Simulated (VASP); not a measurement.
The system is Nb2C3.

```
Nb C
1.0
     2.71874   -1.62841    0.00000
     2.71874    1.62841    0.00000
    -1.95141    0.00000    5.78350
Nb C
2 3
Direct
  0.42931 0.42931 0.71823
  0.56725 0.56725 0.28175
  0.00038 0.00038 0.49915
  0.51245 0.99398 0.99947
  0.99398 0.51245 0.99947
```

* Program: VASP 6.6.1
* Task: relaxation of cell and atoms
* Functional: PBE
* Potentials or basis: VASP PAW PBE potentials, release 64 (Nb_sv, C)
* Cutoff: 600 eV
* k mesh: 6 × 6 × 4
* Occupations: gaussian, width 0.1 eV
* Spin: no spin polarisation

At the start: pressure 3.5 GPa; volume 10.24 Å³/atom.

Problem. How do energy, volume and symmetry change on relaxing?

Solution. Over 10 steps the energy falls by 16.7 meV/atom and the volume is 10.36 Å³/atom (+1.1 %); space group C2/m (No. 12, to 0.1 Å) before and after.

Step by step:
```tsv
step	energy change (eV)	largest force (eV/Å)	pressure (GPa)	volume (Å³)
1	0.0000	0.5273	3.46	51.21
2	-0.0503	0.3200	-5.75	52.85
3	-0.0570	0.2964	-3.63	52.43
4	-0.0694	0.2185	2.28	51.40
5	-0.0769	0.1732	-0.04	51.78
6	-0.0821	0.0695	0.54	51.68
7	-0.0821	0.0661	0.58	51.68
8	-0.0826	0.0504	-0.77	51.91
9	-0.0828	0.0527	-0.37	51.84
10	-0.0833	0.0375	-0.12	51.78
```

Final structure:
```yaml
crystal:
  lattice:
    - [2.79502, -1.60381, 0.02387]
    - [2.79502, 1.60381, 0.02387]
    - [-1.95541, 0.00000, 5.75905]
  atoms:
    - { symbol: Nb, position: [0.43039, 0.43039, 0.72266] }
    - { symbol: Nb, position: [0.57067, 0.57067, 0.27678] }
    - { symbol: C, position: [0.99982, 0.99982, 0.49958] }
    - { symbol: C, position: [0.50171, 0.00079, 0.99952] }
    - { symbol: C, position: [0.00079, 0.50171, 0.99952] }
```

Caveat: the k points lie up to 0.38 Å⁻¹ apart in the final cell, too coarse for converged energies and pressures of a metal.
